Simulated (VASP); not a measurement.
# TiO2 (C2/c) in VASP: further runs

TiO2 is run at these levels: PBE; tasks: single point.

Program: VASP 6.6.1. These are calculated values, not measurements. Logs are shortened: lines on timing, memory, paths and dates and some standing lists are left out, and cuts for length are marked.

## Step 1: The cell of the first run

Symmetry: C2/c, No. 15, monoclinic system. The conventional cell has a = 5.412 Å, b = 5.413 Å, c = 5.472 Å, α = 90.00°, β = 118.77°, γ = 90.00°. Within 2.6 Å of Ti (site symmetry 2) lie 6 O at 1.93 to 2.00 Å. O (site symmetry 1) has 3 Ti at 1.93 to 2.00 Å and 2 O at 2.50 Å within 2.6 Å.

## Step 2: Single point, PBE

INCAR

```
  ALGO = Normal
  EDIFF = 1E-7
  ENCUT = 520
  GGA = PE
  ISIF = 2
  ISMEAR = 0
  LASPH = T
  LCHARG = T
  LELF = T
  LREAL = F
  LVHAR = T
  LWAVE = F
  NBANDS = 33
  NELM = 80
  PREC = Accurate
  SIGMA = 0.02
```

KPOINTS

```
k-points
0
Gamma
  4 4 2
```

POSCAR

```
TiO2
1.0
    2.7060340000     -2.7066550000      0.0000000000
    2.7060340000      2.7066550000      0.0000000000
   -2.6335310000      0.0000000000      4.7966370000
Ti O
2 4
Direct
    0.1341100000      0.8658900000      0.2500000000
    0.8658900000      0.1341100000      0.7500000000
    0.3312210000      0.0887550000      0.6671490000
    0.6687790000      0.9112450000      0.3328510000
    0.9112450000      0.6687790000      0.8328510000
    0.0887550000      0.3312210000      0.1671490000
```

Potentials or basis: VASP PAW PBE potentials, release 64 (Ti_sv, O).

Started as:

```sh
cat potpaw_PBE.64/Ti_sv/POTCAR potpaw_PBE.64/O/POTCAR > POTCAR
mpirun -np 1 vasp_std > vasp.out
```

OUTCAR:

```text
EDIFF = 1E-7
   ENCUT = 520
   GGA = PE
   ISIF = 2
   ISMEAR = 0
   LASPH = T
   LREAL = F
   NELM = 80
   PREC = Accurate

 ion  position               nearest neighbor table
   1  0.134  0.866  0.250-   4 1.93   6 1.93   6 1.98   4 1.98   3 2.00   5 2.00
   2  0.866  0.134  0.750-   5 1.93   3 1.93   5 1.98   3 1.98   6 2.00   4 2.00
   3  0.331  0.089  0.667-   2 1.93   2 1.98   1 2.00
   4  0.669  0.911  0.333-   1 1.93   1 1.98   2 2.00
   5  0.911  0.669  0.833-   2 1.93   2 1.98   1 2.00
   6  0.089  0.331  0.167-   1 1.93   1 1.98   2 2.00

  LATTYP: Found a base centered monoclinic cell.
 ALAT       =     5.4120680000
 B/A-ratio  =     1.0002294871
 C/A-ratio  =     1.0110809974
 COS(beta)  =    -0.4812705001

  Lattice vectors:

 A1 = (   2.7060340000,  -2.7066550000,   0.0000000000)
 A2 = (   2.7060340000,   2.7066550000,   0.0000000000)
 A3 = (  -2.6335310000,   0.0000000000,   4.7966370000)

Analysis of symmetry for initial positions (statically):
=====================================================================
 Subroutine PRICEL returns:
 Original cell was already a primitive cell.

 Routine SETGRP: Setting up the symmetry group for a
 base centered monoclinic supercell.

 Subroutine GETGRP returns: Found  4 space group operations
 (whereof  2 operations were pure point group operations)
 out of a pool of  4 trial point group operations.

The static configuration has the point symmetry S_2 .
 The point group associated with its full space group is C_2h.

Analysis of symmetry for dynamics (positions and initial velocities):
=====================================================================
 Subroutine PRICEL returns:
 Original cell was already a primitive cell.

 Routine SETGRP: Setting up the symmetry group for a
 base centered monoclinic supercell.

 Subroutine GETGRP returns: Found  4 space group operations
 (whereof  2 operations were pure point group operations)
 out of a pool of  4 trial point group operations.

The dynamic configuration has the point symmetry S_2 .
 The point group associated with its full space group is C_2h.

 Subroutine INISYM returns: Found  4 space group operations
 (whereof  2 operations are pure point group operations),
 and found     1 'primitive' translations

----------------------------------------------------------------------------------------

                                     Primitive cell

  volume of cell :      70.2640

  direct lattice vectors                    reciprocal lattice vectors
     2.706034000 -2.706655000  0.000000000     0.184772253 -0.184729860  0.101446796
     2.706034000  2.706655000  0.000000000     0.184772253  0.184729860  0.101446796
    -2.633531000  0.000000000  4.796637000     0.000000000  0.000000000  0.208479399

  length of vectors
     3.827349122  3.827349122  5.472039111     0.280280858  0.280280858  0.208479399

  position of ions in fractional coordinates (direct lattice)
     0.134110000  0.865890000  0.250000000
     0.865890000  0.134110000  0.750000000
     0.331221000  0.088755000  0.667149000
     0.668779000  0.911245000  0.332851000
     0.911245000  0.668779000  0.832851000
     0.088755000  0.331221000  0.167149000

  ion indices of the primitive-cell ions
   primitive index   ion index
                 1           1
                 2           2
                 3           3
                 4           4
                 5           5
                 6           6

----------------------------------------------------------------------------------------

 KPOINTS: k-points

Automatic generation of k-mesh.
 Grid dimensions read from file:
 generate k-points for:    4    4    2

 Generating k-lattice:

  Cartesian coordinates                     Fractional coordinates (reciprocal lattice)
     0.046193063 -0.046182465  0.025361699     0.250000000  0.000000000  0.000000000
     0.046193063  0.046182465  0.025361699     0.000000000  0.250000000  0.000000000
     0.000000000  0.000000000  0.104239700     0.000000000  0.000000000  0.500000000

  Length of vectors
[... 55 lines left out ...]

 k-point     2 :       0.2500    0.0000    0.0000
  band No.  band energies     occupation
      1     -53.3905      2.00000
      2     -53.3498      2.00000
      3     -29.8018      2.00000
      4     -29.6617      2.00000
      5     -29.6098      2.00000
      6     -29.5633      2.00000
[... 25 lines left out ...]
     32       8.6402      0.00000
     33       9.0931      0.00000

 k-point     3 :       0.5000    0.0000    0.0000
  band No.  band energies     occupation
      1     -53.3809      2.00000
      2     -53.3575      2.00000
      3     -29.7793      2.00000
      4     -29.7212      2.00000
      5     -29.6139      2.00000
      6     -29.5747      2.00000
[... 25 lines left out ...]
     32       8.8599      0.00000
     33       9.4981      0.00000

 k-point     4 :       0.2500    0.2500    0.0000
  band No.  band energies     occupation
      1     -53.3809      2.00000
      2     -53.3575      2.00000
      3     -29.7692      2.00000
      4     -29.7044      2.00000
      5     -29.6375      2.00000
      6     -29.5860      2.00000
[... 25 lines left out ...]
     32       9.3584      0.00000
     33       9.8181      0.00000

 k-point     5 :       0.5000    0.2500    0.0000
  band No.  band energies     occupation
      1     -53.3768      2.00000
      2     -53.3597      2.00000
      3     -29.7899      2.00000
      4     -29.7340      2.00000
      5     -29.6387      2.00000
      6     -29.6126      2.00000
[... 244 lines left out ...]
 k-point    12 :       0.5000    0.2500    0.5000
  band No.  band energies     occupation
      1     -53.3786      2.00000
      2     -53.3579      2.00000
      3     -29.8008      2.00000
      4     -29.7303      2.00000
      5     -29.6418      2.00000
      6     -29.6082      2.00000
[... 25 lines left out ...]
     32       9.4434      0.00000
     33      10.0640      0.00000

 k-point    13 :      -0.2500    0.2500    0.5000
  band No.  band energies     occupation
      1     -53.3692      2.00000
      2     -53.3692      2.00000
      3     -29.7297      2.00000
      4     -29.7297      2.00000
      5     -29.6181      2.00000
      6     -29.6181      2.00000
[... 25 lines left out ...]
     32       8.8351      0.00000
     33       9.9305      0.00000

 k-point    14 :       0.5000    0.5000    0.5000
  band No.  band energies     occupation
      1     -53.3673      2.00000
      2     -53.3673      2.00000
      3     -29.7799      2.00000
      4     -29.7799      2.00000
      5     -29.6457      2.00000
      6     -29.6457      2.00000
[... 25 lines left out ...]
     32       9.3865      0.00000
     33      10.3039      0.00000

------------------------ aborting loop because EDIFF is reached ----------------------------------------

  FORCE on cell =-STRESS in cart. coord.  units (eV):
  Direction    XX          YY          ZZ          XY          YZ          ZX
  --------------------------------------------------------------------------------------
  -------------------------------------------------------------------------------------
  Total       -0.5300854     -0.5499854     -0.2099218      0.0000000      0.0000000     -0.1284328
  in kB      -12.0871365    -12.5409009     -4.7866888      0.0000000      0.0000000     -2.9285568
  external PRESSURE =      -9.8049087 kB  Pullay stress =       0.0000000 kB

 VOLUME and BASIS-vectors are now :
 -----------------------------------------------------------------------------
  energy-cutoff  :      520.00
  volume of cell :       70.26
      direct lattice vectors                 reciprocal lattice vectors
     2.706034000 -2.706655000  0.000000000     0.184772253 -0.184729860  0.101446796
     2.706034000  2.706655000  0.000000000     0.184772253  0.184729860  0.101446796
    -2.633531000  0.000000000  4.796637000     0.000000000  0.000000000  0.208479399

 POSITION                                       TOTAL-FORCE (eV/Angst)
 -----------------------------------------------------------------------------------
      2.04765      1.98068      1.19916        -0.000000      0.041361      0.000000
      0.73089     -1.98068      3.59748        -0.000000     -0.041361     -0.000000
     -0.62049     -0.65627      3.20007         0.010556     -0.039000     -0.094233
      3.39903      0.65627      1.59657        -0.010556      0.039000      0.094233
      2.08226     -0.65627      3.99488        -0.010556     -0.039000      0.094233
      0.69628      0.65627      0.80175         0.010556      0.039000     -0.094233
 -----------------------------------------------------------------------------------
    total drift:                               -0.000000      0.000000     -0.000000

  FREE ENERGIE OF THE ION-ELECTRON SYSTEM (eV)
  ---------------------------------------------------
  free  energy   TOTEN  =       -53.8419684941 eV

  energy  without entropy=      -53.8419684941  energy(sigma->0) =      -53.84196849
```

It took 60 s on 1 thread of Intel Xeon 8259CL, shared host; peak memory 0.18 GiB.

What came out:

- Free energy: -53.8420 eV
- Pressure: -1.0 GPa
- Largest force: 0.103 eV/Å
- Band gap on the k mesh: 2.05 eV (least direct gap 2.48 eV)

Forces in eV/Å, atoms in the order of the input:
```
Ti   0.000  0.041  0.000
Ti   0.000 -0.041  0.000
O    0.011 -0.039 -0.094
O   -0.011  0.039  0.094
O   -0.011 -0.039  0.094
O    0.011  0.039 -0.094
```

Levels at points of the mesh, in eV from the valence-band top:
```
           k point  band 22  band 23  band 24  band 25  band 26  band 27
(0.00, 0.00, 0.00)    -0.72    -0.44    -0.43     2.05     2.75     3.79
(0.50, 0.00, 0.00)    -0.89    -0.87    -0.62     3.18     3.33     3.36
(0.50, 0.50, 0.00)    -1.85    -0.01     0.00     3.20     3.23     3.50
(0.00, 0.00, 0.50)    -1.24    -0.13    -0.13     2.39     2.39     3.61
(0.50, 0.00, 0.50)    -0.88    -0.87    -0.62     3.04     3.43     3.46
(0.50, 0.50, 0.50)    -2.00    -0.02    -0.02     3.22     3.22     3.67
```

Caveat: the k points lie up to 0.64 Å⁻¹ apart. A k mesh can miss the band edges.

## Step 3: Single point, PBE

INCAR

```
  PREC = Accurate
  ENCUT = 520
  EDIFF = 1E-6
  ISMEAR = 0
  SIGMA = 0.02
  LREAL = False
  LASPH = True
  NELM = 60
  ALGO = Normal
  ISIF = 2
  LWAVE = False
  LCHARG = True
  GGA = PE
  LELF = True
  LVHAR = True
  NBANDS = 33
```

KPOINTS

```
Automatic mesh
0
Gamma
  4 4 4
```

POSCAR is that of step 2.

Potentials or basis: VASP PAW PBE potentials, release 64 (Ti_sv, O).

Started as:

```sh
cat potpaw_PBE.64/Ti_sv/POTCAR potpaw_PBE.64/O/POTCAR > POTCAR
mpirun -np 1 vasp_std > vasp.out
```

Wall time 2.1 min (1 thread of Intel Xeon 8259CL, shared host); peak memory 0.2 GiB.

The run converged. Its results:

```yaml
Free_energy: -53.8493 eV
Pressure: -1.0 GPa
Largest_force: 0.099 eV/Å
Band_gap_on_the_k_mesh: 2.05 eV (least direct gap 2.37 eV)
```

Forces on the atoms (eV/Å):
```
Ti   0.000  0.060  0.000
Ti   0.000 -0.060  0.000
O    0.002 -0.028 -0.095
O   -0.002  0.028  0.095
O   -0.002 -0.028  0.095
O    0.002  0.028 -0.095
```

Stress tensor (GPa, compression positive):
```
-1.23  0.00 -0.23
 0.00 -1.26  0.00
-0.23  0.00 -0.55
```

Levels at points of the mesh, in eV from the valence-band top:
```csv
k point,band 21,band 22,band 23,band 24,band 25,band 26,band 27,band 28
"(0.00, 0.00, 0.00)",-0.76,-0.72,-0.44,-0.43,2.05,2.76,3.79,3.80
"(0.50, 0.00, 0.00)",-1.85,-0.89,-0.87,-0.62,3.18,3.34,3.36,3.60
"(0.50, 0.50, 0.00)",-2.15,-1.85,-0.01,0.00,3.20,3.24,3.50,3.84
"(0.00, 0.00, 0.50)",-1.24,-1.24,-0.13,-0.13,2.39,2.39,3.62,3.62
"(0.50, 0.00, 0.50)",-1.85,-0.88,-0.87,-0.62,3.04,3.43,3.46,3.49
"(0.50, 0.50, 0.50)",-2.00,-2.00,-0.02,-0.02,3.22,3.22,3.68,3.68
```

Caveat: the k points lie up to 0.44 Å⁻¹ apart. A k mesh can miss the band edges.

## Step 4: Single point, PBE

INCAR

```
ALGO = Normal
EDIFF = 1E-7
ENCUT = 520
GGA = PE
ISIF = 2
ISMEAR = 0
LASPH = True
LCHARG = False
LREAL = False
LWAVE = False
NBANDS = 33
NELM = 80
PREC = Accurate
SIGMA = 0.02
```

KPOINTS

```
k-points
0
Gamma
  6 6 4
```

POSCAR is that of step 3.

Started as:

```sh
cat potpaw_PBE.64/Ti_sv/POTCAR potpaw_PBE.64/O/POTCAR > POTCAR
mpirun -np 1 vasp_std > vasp.out
```

Run time: 4.2 min. Hardware: 1 thread of Intel Xeon 8259CL, shared host; peak memory 0.22 GiB.

It converged, with:

* Free energy: -53.8547 eV
* Pressure: -1.0 GPa
* Largest force: 0.106 eV/Å
* Band gap on the k mesh: 2.05 eV (least direct gap 2.38 eV)

Forces in eV/Å, atoms in the order of the input:
```
Ti   0.000  0.063  0.000
Ti   0.000 -0.063  0.000
O    0.001 -0.027 -0.103
O   -0.001  0.027  0.103
O   -0.001 -0.027  0.103
O    0.001  0.027 -0.103
```

Stress tensor (GPa, compression positive):
```
-1.20  0.00 -0.23
 0.00 -1.23  0.00
-0.23  0.00 -0.58
```

Levels at points of the mesh, in eV from the valence-band top:
| k point | band 21 | band 22 | band 23 | band 24 | band 25 | band 26 | band 27 | band 28 |
| --- | --- | --- | --- | --- | --- | --- | --- | --- |
| (0.00, 0.00, 0.00) | -0.76 | -0.72 | -0.44 | -0.43 | 2.05 | 2.76 | 3.79 | 3.80 |
| (0.50, 0.00, 0.00) | -1.85 | -0.89 | -0.87 | -0.62 | 3.19 | 3.34 | 3.37 | 3.60 |
| (0.50, 0.50, 0.00) | -2.15 | -1.85 | -0.01 | 0.00 | 3.20 | 3.24 | 3.50 | 3.84 |
| (0.00, 0.00, 0.50) | -1.24 | -1.24 | -0.13 | -0.13 | 2.39 | 2.39 | 3.62 | 3.62 |
| (0.50, 0.00, 0.50) | -1.85 | -0.88 | -0.87 | -0.62 | 3.04 | 3.44 | 3.47 | 3.49 |
| (0.50, 0.50, 0.50) | -2.00 | -2.00 | -0.02 | -0.02 | 3.23 | 3.23 | 3.68 | 3.68 |

A k mesh can miss the band edges.

## Step 5: Single point, PBE

INCAR

```
PREC = Accurate ; ENCUT = 520
EDIFF = 1E-6 ; ISMEAR = 0
SIGMA = 0.02 ; LREAL = False
LASPH = True ; NELM = 60
ALGO = Normal ; ISIF = 2
LWAVE = False ; LCHARG = False
GGA = PE ; NBANDS = 33
```

KPOINTS

```
regular mesh
0
Gamma
  6 6 6
```

POSCAR is that of step 4.

Started as:

```sh
cat potpaw_PBE.64/Ti_sv/POTCAR potpaw_PBE.64/O/POTCAR > POTCAR
mpirun -np 1 vasp_std > vasp.out
```

Wall time 5 min (1 thread of Intel Xeon 8259CL, shared host); peak memory 0.25 GiB.

The run converged. Its results:

- Free energy: -53.8547 eV
- Pressure: -1.0 GPa
- Largest force: 0.106 eV/Å
- Band gap on the k mesh: 2.05 eV (least direct gap 2.39 eV)

Forces in eV/Å, atoms in the order of the input:
```
Ti   0.000  0.062  0.000
Ti   0.000 -0.062  0.000
O    0.001 -0.027 -0.103
O   -0.001  0.027  0.103
O   -0.001 -0.027  0.103
O    0.001  0.027 -0.103
```

Stress tensor (GPa, compression positive):
```
-1.21  0.00 -0.23
 0.00 -1.25  0.00
-0.23  0.00 -0.60
```

Levels at points of the mesh, in eV from the valence-band top:
```tsv
k point	band 21	band 22	band 23	band 24	band 25	band 26	band 27	band 28
(0.00, 0.00, 0.00)	-0.76	-0.72	-0.44	-0.43	2.05	2.76	3.79	3.80
(0.50, 0.00, 0.00)	-1.85	-0.89	-0.87	-0.62	3.19	3.34	3.36	3.60
(0.50, 0.50, 0.00)	-2.15	-1.85	-0.01	0.00	3.20	3.24	3.50	3.84
(0.00, 0.00, 0.50)	-1.24	-1.24	-0.13	-0.13	2.39	2.39	3.62	3.62
(0.50, 0.00, 0.50)	-1.85	-0.88	-0.87	-0.62	3.04	3.44	3.47	3.49
(0.50, 0.50, 0.50)	-2.00	-2.00	-0.02	-0.02	3.23	3.23	3.68	3.68
```

A k mesh can miss the band edges.

## Step 6: Single point, PBE

INCAR

```
ALGO = Normal ; EDIFF = 1E-7
ENCUT = 520 ; GGA = PE
ISIF = 2 ; ISMEAR = 0
LASPH = True ; LCHARG = True
LELF = True ; LREAL = False
LVHAR = True ; LWAVE = False
NBANDS = 33 ; NELM = 60
PREC = Accurate ; SIGMA = 0.02
```

KPOINTS

```
k-points
0
Gamma
  8 8 6
```

POSCAR is that of step 5.

Potentials or basis: VASP PAW PBE potentials, release 64 (Ti_sv, O).

Started as:

```sh
cat potpaw_PBE.64/Ti_sv/POTCAR potpaw_PBE.64/O/POTCAR > POTCAR
mpirun -np 1 vasp_std > vasp.out
```

Run time: 9.3 min. Hardware: 1 thread of Intel Xeon 8259CL, shared host; peak memory 0.32 GiB.

It converged, with:

```yaml
Free_energy: -53.8547 eV
Pressure: -1.0 GPa
Largest_force: 0.105 eV/Å
Band_gap_on_the_k_mesh: 2.05 eV (least direct gap 2.39 eV)
```

Forces in eV/Å, atoms in the order of the input:
```
Ti   0.000  0.063  0.000
Ti   0.000 -0.063  0.000
O    0.001 -0.027 -0.102
O   -0.001  0.027  0.102
O   -0.001 -0.027  0.102
O    0.001  0.027 -0.102
```

Stress tensor (GPa, compression positive):
```
-1.21  0.00 -0.23
 0.00 -1.25  0.00
-0.23  0.00 -0.59
```

Levels at points of the mesh, in eV from the valence-band top:
```csv
k point,band 22,band 23,band 24,band 25,band 26,band 27
"(0.00, 0.00, 0.00)",-0.72,-0.44,-0.43,2.05,2.76,3.79
"(0.50, 0.00, 0.00)",-0.89,-0.87,-0.62,3.19,3.34,3.37
"(0.50, 0.50, 0.00)",-1.85,-0.01,0.00,3.20,3.24,3.50
"(0.00, 0.00, 0.50)",-1.24,-0.13,-0.13,2.39,2.39,3.62
"(0.50, 0.00, 0.50)",-0.88,-0.87,-0.62,3.04,3.44,3.47
"(0.50, 0.50, 0.50)",-2.00,-0.02,-0.02,3.23,3.23,3.68
```

## Step 7: Single point, PBE

INCAR

```
SYSTEM = TiO2
PREC = Accurate ; ENCUT = 520
EDIFF = 1E-6 ; ISMEAR = 1
SIGMA = 0.22 ; LREAL = .False.
LASPH = .True. ; NELM = 100
ALGO = Normal ; ISIF = 2
LWAVE = .False. ; LCHARG = .False.
GGA = PE ; NBANDS = 33
```

KPOINTS

```
Automatic mesh
0
Gamma
  8 8 6
  0 0 0
```

POSCAR is that of step 6.

Started as:

```sh
cat potpaw_PBE.64/Ti_sv/POTCAR potpaw_PBE.64/O/POTCAR > POTCAR
mpirun -np 1 vasp_std > vasp.out
```

Wall time 7.9 min (1 thread of Intel Xeon 8259CL, shared host); peak memory 0.32 GiB.

The run converged. Its results:

```
Free energy            : -53.8511 eV
Pressure               : -1.0 GPa
Largest force          : 0.098 eV/Å
Band gap on the k mesh : 2.05 eV (least direct gap 2.39 eV)
```

Forces in eV/Å, atoms in the order of the input:
```
Ti   0.000  0.060  0.000
Ti   0.000 -0.060  0.000
O    0.002 -0.027 -0.094
O   -0.002  0.027  0.094
O   -0.002 -0.027  0.094
O    0.002  0.027 -0.094
```

Stress tensor (GPa, compression positive):
```
-1.23  0.00 -0.22
 0.00 -1.26  0.00
-0.22  0.00 -0.63
```

Levels at points of the mesh, in eV from the valence-band top:
```
           k point  band 22  band 23  band 24  band 25  band 26  band 27
(0.00, 0.00, 0.00)    -0.72    -0.44    -0.43     2.05     2.76     3.79
(0.50, 0.00, 0.00)    -0.89    -0.87    -0.62     3.19     3.34     3.37
(0.50, 0.50, 0.00)    -1.85    -0.01     0.00     3.20     3.24     3.50
(0.00, 0.00, 0.50)    -1.24    -0.13    -0.13     2.39     2.39     3.62
(0.50, 0.00, 0.50)    -0.88    -0.86    -0.62     3.05     3.44     3.47
(0.50, 0.50, 0.50)    -2.00    -0.02    -0.02     3.23     3.23     3.68
```

## Step 8: Summary

```tsv
k mesh	smearing	gap on the mesh (eV)	pressure (GPa)	largest force (eV/Å)
4 × 4 × 2	gaussian 0.02 eV	2.05	-1.0	0.10
4 × 4 × 4	gaussian 0.02 eV	2.05	-1.0	0.10
6 × 6 × 4	gaussian 0.02 eV	2.05	-1.0	0.11
6 × 6 × 6	gaussian 0.02 eV	2.05	-1.0	0.11
8 × 8 × 6	gaussian 0.02 eV	2.05	-1.0	0.11
8 × 8 × 6	methfessel-paxton 0.22 eV	2.05	-1.0	0.10
```

Alike in all rows: task single point; level PBE; potentials or basis VASP PAW PBE potentials, release 64 (Ti_sv, O); no spin polarisation; cell as given; cutoff (eV) 520.

Caveats: some runs use coarse meshes.

Total energies depend on the potentials used, so only differences within one code and one set of settings carry meaning.
